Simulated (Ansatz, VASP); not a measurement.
## One calculation of MgO, two programs

```
Mg O
1.0
     2.99201    0.00000    0.00000
    -1.49600    2.59115    0.00000
     0.00000    0.00000   15.06018
Mg O
6 6
Direct
  0.00000 0.00000 0.00000
  0.33333 0.66667 0.16834
  0.66667 0.33333 0.33166
  0.00000 0.00000 0.50000
  0.66667 0.33333 0.66834
  0.33333 0.66667 0.83166
  0.66667 0.33333 0.08690
  0.00000 0.00000 0.25000
  0.33333 0.66667 0.41310
  0.33333 0.66667 0.58690
  0.00000 0.00000 0.75000
  0.66667 0.33333 0.91310
```

Alike in both runs: functional PBE; k mesh 9 × 9 × 2; occupations gaussian, width 0.02 eV; no spin polarisation.

Ansatz relaxed the structure, and its values are those at the end. VASP's run is a single point on that final structure, the one shown.

|  | VASP | Ansatz |
| --- | --- | --- |
| version | VASP 6.6.1 | Ansatz 0.2.0 |
| potentials or method | VASP PAW PBE potentials, release 64 (Mg, O), cutoff 520 eV | scalar-relativistic, plane waves, PAW |
| valence electrons in the cell | 48 | 96 |

VASP gave:

```
gap on the k mesh at the Fermi level (eV) : 3.83
least direct gap on the mesh (eV)         : 3.85
pressure (GPa)                            : -0.7
```

Question: What did Ansatz give for the same quantities?

Answer: gap on the k mesh at the Fermi level (eV): 3.84; least direct gap on the mesh (eV): 3.87; pressure (GPa): 0.0.

VASP's potentials hold 48 valence electrons a cell and Ansatz's 96, so a difference there can come from the potentials and not from the codes.
